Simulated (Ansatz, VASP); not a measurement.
## BN: VASP beside Ansatz

```
CELL_PARAMETERS angstrom
2.60670 0.00000 0.00000
-1.30335 2.25746 0.00000
0.00000 0.00000 7.14619
ATOMIC_POSITIONS crystal
B 0.33333 0.66667 0.25000
B 0.66667 0.33333 0.75000
N 0.33333 0.66667 0.75000
N 0.66667 0.33333 0.25000
```

Change from the starting cell: strain +0.040 along x and y, +0.080 along z, atoms carried along.

Alike in both runs: task single point; functional PBE; dispersion D3(BJ); k mesh 12 × 12 × 4; occupations gaussian, width 0.05 eV; no spin polarisation.

|  | VASP | Ansatz |
| --- | --- | --- |
| version | VASP 6.6.1 | Ansatz 0.2.0 |
| potentials or method | VASP PAW PBE potentials, release 64 (B, N), cutoff 520 eV | scalar-relativistic, plane waves, PAW |
| valence electrons in the cell | 16 | 16 |

Ansatz gave:

* gap on the k mesh at the Fermi level (eV): 4.17
* least direct gap on the mesh (eV): 4.35
* pressure (GPa): -22.3
* traceless stress, the component that is largest in VASP (GPa): 21.12

What did VASP give for the same quantities?

gap on the k mesh at the Fermi level (eV): 4.16; least direct gap on the mesh (eV): 4.35; pressure (GPa): -22.3; traceless stress, the component that is largest in VASP (GPa): 20.97.
